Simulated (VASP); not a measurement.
# CoO (R-3m) in VASP: a series of runs

Runs on CoO. Level: PBEsol. Tasks: single point.

All numbers are computed with VASP 6.6.1; they aren't measurements. Logs are shortened: lines on timing, memory, paths and dates and some standing lists are left out, and cuts for length are marked.

**1. The cell of the first run**

It takes space group R-3m (No. 166, trigonal). The conventional cell has a = 2.770 Å, b = 2.770 Å, c = 7.905 Å, α = 90.00°, β = 90.00°, γ = 120.00°. Within 2.7 Å of Co (site symmetry -3m) lie 6 O at 2.07 Å. Within 2.7 Å of O (site symmetry -3m) lie 6 Co at 2.07 Å.

**2. Single point, PBEsol, collinear spin, ferromagnetic start (strain -0.080 along x and y, +0.080 along z)**

The input, INCAR:

```
PREC = Accurate ; ENCUT = 520
EDIFF = 1E-7 ; ISMEAR = 0
SIGMA = 0.15 ; LREAL = F
LASPH = T ; NELM = 150
ALGO = Normal ; ISIF = 2
LWAVE = F ; LCHARG = F
ISPIN = 2 ; MAGMOM = 2.64 0.33
LORBIT = 11 ; LMAXMIX = 4
GGA = PS ; NBANDS = 18
```

The input, KPOINTS:

```
Automatic mesh
0
Gamma
  18 18 18
```

The input, POSCAR:

```
CoO
1.0
    1.3850319810      0.7996485870      2.6351210587
   -1.3850319810      0.7996485870      2.6351210587
    0.0000000000     -1.5992971741      2.6351210587
Co O
1 1
Direct
    0.0000000000      0.0000000000      0.0000000000
    0.5000000000      0.5000000000      0.5000000000
```

Potentials or basis: VASP PAW PBE potentials, release 64 (Co, O).

Command:

```bash
$ cat potpaw_PBE.64/Co/POTCAR potpaw_PBE.64/O/POTCAR > POTCAR
$ mpirun -np 1 vasp_std > vasp.out
```

OUTCAR:

```text
PREC = Accurate
   ENCUT = 520
   EDIFF = 1E-7
   ISMEAR = 0
   LREAL = F
   LASPH = T
   NELM = 150
   ISIF = 2
   ISPIN = 2
   LORBIT = 11
   GGA = PS

 ion  position               nearest neighbor table
   1  0.000  0.000  0.000-   2 2.07   2 2.07   2 2.07   2 2.07   2 2.07   2 2.07
   2  0.500  0.500  0.500-   1 2.07   1 2.07   1 2.07   1 2.07   1 2.07   1 2.07

  LATTYP: Found a trigonal (rhomboedric) cell.
 ALAT       =     3.0824688879
 COS(alpha) =     0.5962131279

  Lattice vectors:

 A1 = (   1.3850319810,   0.7996485870,   2.6351210587)
 A2 = (  -1.3850319810,   0.7996485870,   2.6351210587)
 A3 = (   0.0000000000,  -1.5992971741,   2.6351210587)

Analysis of symmetry for initial positions (statically):
=====================================================================
 Subroutine PRICEL returns:
 Original cell was already a primitive cell.

 Routine SETGRP: Setting up the symmetry group for a
 trigonal (rhombohedral) supercell.

 Subroutine GETGRP returns: Found 12 space group operations
 (whereof 12 operations were pure point group operations)
 out of a pool of 12 trial point group operations.

The static configuration has the point symmetry D_3d.

Analysis of symmetry for dynamics (positions and initial velocities):
=====================================================================
 Subroutine PRICEL returns:
 Original cell was already a primitive cell.

 Routine SETGRP: Setting up the symmetry group for a
 trigonal (rhombohedral) supercell.

 Subroutine GETGRP returns: Found 12 space group operations
 (whereof 12 operations were pure point group operations)
 out of a pool of 12 trial point group operations.

The dynamic configuration has the point symmetry D_3d.

Analysis of structural, dynamic, and magnetic symmetry:
=====================================================================
 Subroutine PRICEL returns:
 Original cell was already a primitive cell.

 Routine SETGRP: Setting up the symmetry group for a
 trigonal (rhombohedral) supercell.

 Subroutine GETGRP returns: Found 12 space group operations
 (whereof 12 operations were pure point group operations)
 out of a pool of 12 trial point group operations.

The overall configuration has the point symmetry D_3d.

 Subroutine INISYM returns: Found 12 space group operations
 (whereof 12 operations are pure point group operations),
 and found     1 'primitive' translations

----------------------------------------------------------------------------------------

                                     Primitive cell

  volume of cell :      17.5110

  direct lattice vectors                    reciprocal lattice vectors
     1.385031981  0.799648587  2.635121059     0.361002494  0.208424887  0.126496402
    -1.385031981  0.799648587  2.635121059    -0.361002494  0.208424887  0.126496402
     0.000000000 -1.599297174  2.635121059     0.000000000 -0.416849775  0.126496402

  length of vectors
     3.082468888  3.082468888  3.082468888     0.435620333  0.435620333  0.435620333

  position of ions in fractional coordinates (direct lattice)
     0.000000000  0.000000000  0.000000000
     0.500000000  0.500000000  0.500000000

  ion indices of the primitive-cell ions
   primitive index   ion index
                 1           1
                 2           2

----------------------------------------------------------------------------------------

 KPOINTS: Automatic mesh

Automatic generation of k-mesh.
 Grid dimensions read from file:
 generate k-points for:   18   18   18

 Generating k-lattice:

  Cartesian coordinates                     Fractional coordinates (reciprocal lattice)
     0.020055694  0.011579160  0.007027578     0.055555556  0.000000000  0.000000000
    -0.020055694  0.011579160  0.007027578     0.000000000  0.055555556  0.000000000
     0.000000000 -0.023158321  0.007027578     0.000000000  0.000000000  0.055555556

  Length of vectors
     0.024201130  0.024201130  0.024201130

  Shift w.r.t. Gamma in fractional coordinates (k-lattice)
     0.000000000  0.000000000  0.000000000

 Subroutine IBZKPT returns following result:
 ===========================================

 Found    580 irreducible k-points:

 Following reciprocal coordinates:
            Coordinates               Weight
  0.000000  0.000000  0.000000      1.000000
  0.055556  0.000000  0.000000      6.000000
  0.111111  0.000000  0.000000      6.000000
  0.166667  0.000000  0.000000      6.000000
  0.222222  0.000000  0.000000      6.000000
  0.277778  0.000000 -0.000000      6.000000
[... 16 lines left out ...]
 -0.277778  0.055556 -0.000000     12.000000
 -0.222222  0.055556  0.000000     12.000000
 [... further k-points ...]
   k-points           NKPTS =    580   k-points in BZ     NKDIM =    580   number of bands    NBANDS=     18
   number of dos      NEDOS =    301   number of ions     NIONS =      2
   total plane-waves  NPLWV =  13824
   dimension x,y,z NGX =    24 NGY =   24 NGZ =   24
[... 110 lines left out ...]
      2       3.4900      1.00000
      3       3.9473      1.00000
      4       4.5041      1.00000
      5       5.7867      1.00000
      6       6.3042      1.00000
[... 375 lines left out ...]
      4       3.3199      1.00000
      5       6.2878      1.00000
      6       6.9024      1.00000
[... 10 lines left out ...]
     17      36.1577      0.00000
     18      41.1066      0.00000

 k-point    23 :      -0.2778    0.0556   -0.0000
  band No.  band energies     occupation
      1     -10.8440      1.00000
      2       1.7846      1.00000
      3       2.5364      1.00000
      4       3.6266      1.00000
      5       6.1772      1.00000
      6       6.6903      1.00000
[... 10 lines left out ...]
     17      37.0295      0.00000
     18      41.0631      0.00000

 k-point    24 :      -0.2222    0.0556    0.0000
  band No.  band energies     occupation
      1     -11.1370      1.00000
      2       2.5773      1.00000
      3       2.8854      1.00000
      4       4.0198      1.00000
      5       6.0275      1.00000
      6       6.4869      1.00000
[... 10 lines left out ...]
     17      37.7854      0.00000
     18      39.9516      0.00000

 [... further k-points ...]

 spin component 2

 k-point     1 :       0.0000    0.0000    0.0000
  band No.  band energies     occupation
      1     -11.4699      1.00000
      2       5.2260      1.00000
      3       6.6038      1.00000
      4       6.6038      1.00000
      5       7.0490      1.00000
      6       7.9574      1.00000
[... 10 lines left out ...]
     17      34.5121      0.00000
     18      36.3376      0.00000

 k-point     2 :       0.0556    0.0000    0.0000
  band No.  band energies     occupation
      1     -11.4261      1.00000
      2       5.0960      1.00000
      3       6.2808      1.00000
      4       6.4510      1.00000
      5       7.1243      1.00000
      6       7.9986      1.00000
[... 10 lines left out ...]
     17      34.6282      0.00000
     18      36.9498      0.00000

 k-point     3 :       0.1111    0.0000    0.0000
  band No.  band energies     occupation
      1     -11.2978      1.00000
      2       4.7687      1.00000
      3       5.5454      1.00000
      4       6.0933      1.00000
      5       7.3037      1.00000
      6       8.0968      1.00000
[... 10 lines left out ...]
     17      35.7016      0.00000
     18      37.9752      0.00000

 k-point     4 :       0.1667    0.0000    0.0000
  band No.  band energies     occupation
      1     -11.0941      1.00000
      2       4.3025      1.00000
      3       4.7075      1.00000
      4       5.6692      1.00000
      5       7.5434      1.00000
      6       8.1836      1.00000
[... 375 lines left out ...]
      4       4.4627      1.00000
      5       8.1413      1.00000
      6       8.8734      0.99102
[... 10 lines left out ...]
     17      36.6400      0.00000
     18      41.5513      0.00000

 k-point    23 :      -0.2778    0.0556   -0.0000
  band No.  band energies     occupation
      1     -10.3927      1.00000
      2       2.3647      1.00000
      3       3.6166      1.00000
      4       4.7519      1.00000
      5       8.0200      1.00000
      6       8.5722      1.00000
[... 10 lines left out ...]
     17      37.5281      0.00000
     18      41.5227      0.00000

 k-point    24 :      -0.2222    0.0556    0.0000
  band No.  band energies     occupation
      1     -10.6920      1.00000
      2       3.1940      1.00000
      3       3.9410      1.00000
      4       5.1126      1.00000
      5       7.8409      1.00000
      6       8.3294      1.00000
[... 10 lines left out ...]
     17      38.3505      0.00000
     18      40.3997      0.00000

 [... further k-points ...]
[... 5 lines left out ...]
  --------------------------------------------------------------------------------------
  -------------------------------------------------------------------------------------
  Total        0.2219198      0.2219198      0.1564439      0.0000000     -0.0000000     -0.0000000
  in kB       20.3046653     20.3046653     14.3139166      0.0000000     -0.0000000     -0.0000000
  external PRESSURE =      18.3077491 kB  Pullay stress =       0.0000000 kB

 VOLUME and BASIS-vectors are now :
 -----------------------------------------------------------------------------
  energy-cutoff  :      520.00
  volume of cell :       17.51
      direct lattice vectors                 reciprocal lattice vectors
     1.385031981  0.799648587  2.635121059     0.361002494  0.208424887  0.126496402
    -1.385031981  0.799648587  2.635121059    -0.361002494  0.208424887  0.126496402
     0.000000000 -1.599297174  2.635121059     0.000000000 -0.416849775  0.126496402

 POSITION                                       TOTAL-FORCE (eV/Angst)
 -----------------------------------------------------------------------------------
      0.00000      0.00000      0.00000        -0.000000     -0.000000     -0.000000
      0.00000     -0.00000      3.95268         0.000000      0.000000      0.000000
 -----------------------------------------------------------------------------------
    total drift:                               -0.000000      0.000000     -0.000000

  FREE ENERGIE OF THE ION-ELECTRON SYSTEM (eV)
  ---------------------------------------------------
  free  energy   TOTEN  =       -14.0313558235 eV

  energy  without entropy=      -13.9995004540  energy(sigma->0) =      -14.01542814

 total charge

# of ion       s       p       d       tot
------------------------------------------
    1        0.329   0.428   7.233   7.990
    2        1.555   3.425   0.000   4.981
--------------------------------------------------
tot          1.884   3.853   7.233  12.971

 magnetization (x)

# of ion       s       p       d       tot
------------------------------------------
    1        0.018   0.019   2.252   2.289
    2        0.030   0.216   0.000   0.246
--------------------------------------------------
tot          0.048   0.234   2.252   2.535
```

Run time: 8.5 min. Hardware: 1 thread of Intel Xeon 8259CL, shared host; peak memory 0.38 GiB.

What came out:

* Free energy: -14.0314 eV
* Pressure: 1.8 GPa
* Net moment: 2.58 μB per cell
* Site moments: Co +2.29; O +0.25 μB
* Valence electrons inside the program's atomic spheres: Co 7.99; O 4.98

Stress tensor (GPa, compression positive):
```
2.03 0.00 0.00
0.00 2.03 0.00
0.00 0.00 1.43
```

Caveat: the cell differs from its parent crystal (strain -0.080 along x and y, +0.080 along z); the PAW data sets were made with another functional, which shifts forces and pressure a little; a cell with one magnetic atom can't hold antiferromagnetic order, which such compounds often take; semilocal functionals often make such compounds metallic where correlation or magnetic order opens a gap, which also shifts bond lengths.

**3. Single point, PBEsol, collinear spin, ferromagnetic start (strain +0.000 along x and y, -0.080 along z)**

The input, INCAR:

```
  ALGO = Normal
  EDIFF = 1E-6
  ENCUT = 520
  GGA = PS
  ISIF = 2
  ISMEAR = 0
  ISPIN = 2
  LASPH = True
  LCHARG = False
  LMAXMIX = 4
  LORBIT = 11
  LREAL = False
  LWAVE = False
  MAGMOM = 2.64 0.33
  NBANDS = 18
  NELM = 150
  PREC = Accurate
  SIGMA = 0.15
```

The input, KPOINTS:

```
k-points
0
Gamma
  18 18 18
```

The input, POSCAR:

```
CoO
1.0
    1.5054695445      0.8691832468      2.2447327537
   -1.5054695445      0.8691832468      2.2447327537
    0.0000000000     -1.7383664936      2.2447327537
Co O
1 1
Direct
    0.0000000000      0.0000000000      0.0000000000
    0.5000000000      0.5000000000      0.5000000000
```

Potentials or basis: VASP PAW PBE potentials, release 64 (Co, O).

Command:

```bash
$ cat potpaw_PBE.64/Co/POTCAR potpaw_PBE.64/O/POTCAR > POTCAR
$ mpirun -np 1 vasp_std > vasp.out
```

Wall time 7.6 min (1 thread of Intel Xeon 8259CL, shared host); peak memory 0.39 GiB.

The run converged. Its results:

| Quantity | Value |
| --- | --- |
| Free energy | -14.0201 eV |
| Pressure | 2.7 GPa |
| Net moment | 2.58 μB per cell |
| Site moments | Co +2.30; O +0.24 μB |
| Valence electrons inside the program's atomic spheres | Co 7.99; O 4.98 |

Stress tensor (GPa, compression positive):
```
3.29 0.00 0.00
0.00 3.29 0.00
0.00 0.00 1.57
```

Levels at points of the mesh, in eV from the Fermi level:
Spin up:
```csv
k point,band 7,band 8,band 9,band 10,band 11,band 12
"(0.00, 0.00, 0.00)",-3.10,-3.10,-2.84,1.41,16.81,17.91
"(0.50, 0.00, 0.00)",-1.62,0.26,0.44,5.26,9.73,13.73
"(0.50, 0.50, 0.00)",-2.10,-1.89,-1.88,6.39,10.14,12.12
"(0.50, 0.50, 0.50)",-1.41,0.52,0.52,4.57,11.25,12.60
```
Spin down:
| k point | band 2 | band 3 | band 4 | band 5 | band 6 | band 7 | band 8 | band 9 | band 10 | band 11 |
| --- | --- | --- | --- | --- | --- | --- | --- | --- | --- | --- |
| (0.00, 0.00, 0.00) | -3.32 | -3.32 | -2.70 | -1.52 | -1.52 | -1.08 | -0.29 | -0.29 | 1.93 | 16.80 |
| (0.50, 0.00, 0.00) | -8.66 | -5.57 | -4.95 | -0.43 | -0.32 | 0.34 | 2.54 | 2.74 | 5.53 | 10.42 |
| (0.50, 0.50, 0.00) | -7.29 | -4.86 | -4.09 | -2.70 | 0.05 | 0.10 | 0.34 | 0.84 | 7.17 | 10.55 |
| (0.50, 0.50, 0.50) | -8.35 | -5.87 | -5.87 | -0.01 | -0.01 | 0.34 | 2.84 | 2.84 | 4.84 | 12.00 |

Caveat: the cell differs from its parent crystal (strain +0.000 along x and y, -0.080 along z); the PAW data sets were made with another functional, which shifts forces and pressure a little; a cell with one magnetic atom can't hold antiferromagnetic order, which such compounds often take; semilocal functionals often make such compounds metallic where correlation or magnetic order opens a gap, which also shifts bond lengths.

**4. Single point, PBEsol, collinear spin, ferromagnetic start (strain -0.040 along x and y, +0.080 along z)**

The input, INCAR:

```
SYSTEM = CoO
PREC = Accurate
ENCUT = 520
EDIFF = 1E-6
ISMEAR = 0
SIGMA = 0.15
LREAL = .FALSE.
LASPH = .TRUE.
NELM = 150
ALGO = Normal
ISIF = 2
LWAVE = .FALSE.
LCHARG = .FALSE.
ISPIN = 2
MAGMOM = 2.64 0.33
LORBIT = 11
LMAXMIX = 4
GGA = PS
NBANDS = 18
```

The input, KPOINTS:

```
regular mesh
0
G
  18 18 18
  0 0 0
```

The input, POSCAR:

```
CoO
1.0
    1.4452507627      0.8344159169      2.6351210587
   -1.4452507627      0.8344159169      2.6351210587
    0.0000000000     -1.6688318338      2.6351210587
Co O
1 1
Direct
    0.0000000000      0.0000000000      0.0000000000
    0.5000000000      0.5000000000      0.5000000000
```

Command:

```bash
$ cat potpaw_PBE.64/Co/POTCAR potpaw_PBE.64/O/POTCAR > POTCAR
$ mpirun -np 1 vasp_std > vasp.out
```

Run time: 2.7 min. Hardware: 1 thread of Intel Xeon 6975P-C (Granite Rapids), shared host; peak memory 0.4 GiB.

Results (log left out):

| Property | Result |
| --- | --- |
| Free energy | -13.9882 eV |
| Pressure | -10.9 GPa |
| Net moment | 2.87 μB per cell |
| Site moments | Co +2.51; O +0.30 μB |
| Valence electrons inside the program's atomic spheres | Co 7.82; O 4.95 |

Stress tensor (GPa, compression positive):
```
-10.58   0.00   0.00
  0.00 -10.58   0.00
  0.00   0.00 -11.56
```

Levels at points of the mesh, in eV from the Fermi level:
Spin up:
| k point | band 7 | band 8 | band 9 | band 10 | band 11 | band 12 |
| --- | --- | --- | --- | --- | --- | --- |
| (0.00, 0.00, 0.00) | -2.94 | -2.89 | -2.89 | 0.97 | 16.34 | 16.39 |
| (0.50, 0.00, 0.00) | -1.63 | 0.07 | 0.26 | 4.64 | 9.75 | 12.43 |
| (0.50, 0.50, 0.00) | -2.41 | -2.13 | -2.02 | 5.85 | 9.55 | 11.77 |
| (0.50, 0.50, 0.50) | -2.15 | 0.00 | 0.00 | 5.72 | 8.19 | 15.05 |
Spin down:
```csv
k point,band 2,band 3,band 4,band 5,band 6,band 7,band 8,band 9,band 10,band 11
"(0.00, 0.00, 0.00)",-3.17,-2.27,-2.27,-1.56,-1.00,-1.00,-0.10,-0.10,1.58,16.41
"(0.50, 0.00, 0.00)",-7.62,-5.23,-4.48,-0.48,0.11,0.45,2.52,2.72,4.94,10.57
"(0.50, 0.50, 0.00)",-6.50,-4.26,-3.43,-2.32,0.09,0.12,0.41,0.77,6.69,10.03
"(0.50, 0.50, 0.50)",-8.03,-4.20,-4.20,-0.26,-0.26,-0.08,2.39,2.39,6.03,8.93
```

Caveat: the cell differs from its parent crystal (strain -0.040 along x and y, +0.080 along z); the PAW data sets were made with another functional, which shifts forces and pressure a little; a cell with one magnetic atom can't hold antiferromagnetic order, which such compounds often take; semilocal functionals often make such compounds metallic where correlation or magnetic order opens a gap, which also shifts bond lengths.

**5. The runs side by side**

```csv
cell,gap on the mesh (eV),pressure (GPa),moment (μB)
"a = 3.082 Å, angles 53.4°, 2 atoms",none,1.8,2.58
"a = 2.839 Å, angles 64.0°, 2 atoms",none,2.7,2.58
"a = 3.119 Å, angles 55.2°, 2 atoms",none,-10.9,2.87
```

Alike in all rows: task single point; level PBEsol; potentials or basis VASP PAW PBE potentials, release 64 (Co, O); spin collinear, ferromagnetic start; k mesh 18 × 18 × 18; cutoff (eV) 520; smearing gaussian 0.15 eV.

Caveats: the PAW data sets were made with another functional, which shifts forces and pressure a little; a cell with one magnetic atom can't hold antiferromagnetic order, which such compounds often take; semilocal functionals often make such compounds metallic where correlation or magnetic order opens a gap, which also shifts bond lengths.

Absolute energies hang on the potentials; compare differences alone.
